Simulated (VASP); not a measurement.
Here is a VASP 6.6.1 calculation.

File INCAR:

```
SYSTEM = AlGa3O6
PREC     = Accurate       ! precision mode
ENCUT    = 520            ! plane-wave cutoff, eV
EDIFF    = 1E-6           ! SCF threshold, eV
ISMEAR   = 0              ! smearing method
SIGMA    = 0.1            ! smearing width, eV
LREAL    = .False.        ! projectors in reciprocal space
LASPH    = .True.         ! aspherical terms in the spheres
NELM     = 80             ! most SCF steps
ALGO     = Normal         ! electronic algorithm
ISIF     = 2              ! what is computed and relaxed
LWAVE    = .False.        ! write WAVECAR
LCHARG   = .False.        ! write CHGCAR
GGA      = PS             ! functional
NBANDS   = 50             ! bands
```

The input KPOINTS:

```
regular mesh
0
Gamma
  6 6 4
  0 0 0
```

Contents of POSCAR:

```
AlGa3O6
1.0
    6.1026901900     -1.5174783300      0.0000000000
    6.1026901900      1.5174783300      0.0000000000
   -1.3850107800      0.0000000000      5.6260355500
Al Ga O
1 3 6
Direct
    0.0905000000      0.0905000000      0.7946000000
    0.9095000000      0.9095000000      0.2054000000
    0.6586600000      0.6586600000      0.3140200000
    0.3413400000      0.3413400000      0.6859800000
    0.1645000000      0.1645000000      0.1098000000
    0.8355000000      0.8355000000      0.8902000000
    0.1733000000      0.1733000000      0.5632000000
    0.8267000000      0.8267000000      0.4368000000
    0.4959000000      0.4959000000      0.2566000000
    0.5041000000      0.5041000000      0.7434000000
```

Potentials or basis: VASP PAW PBE potentials, release 64 (Al, Ga_d, O).

Run with:

```console
$ cat potpaw_PBE.64/Al/POTCAR potpaw_PBE.64/Ga_d/POTCAR potpaw_PBE.64/O/POTCAR > POTCAR
$ mpirun -np 1 vasp_std > vasp.out
```

(1) Estimate the largest force.

(2) What does it give for the pressure?

(3) Predict the band gap on the k mesh.

Answers

(1) 1.556 eV/Å.

(2) -1.9 GPa.

(3) 2.64 eV (least direct gap 2.74 eV).

Caveat: the PAW data sets were made with another functional, which shifts forces and pressure a little.
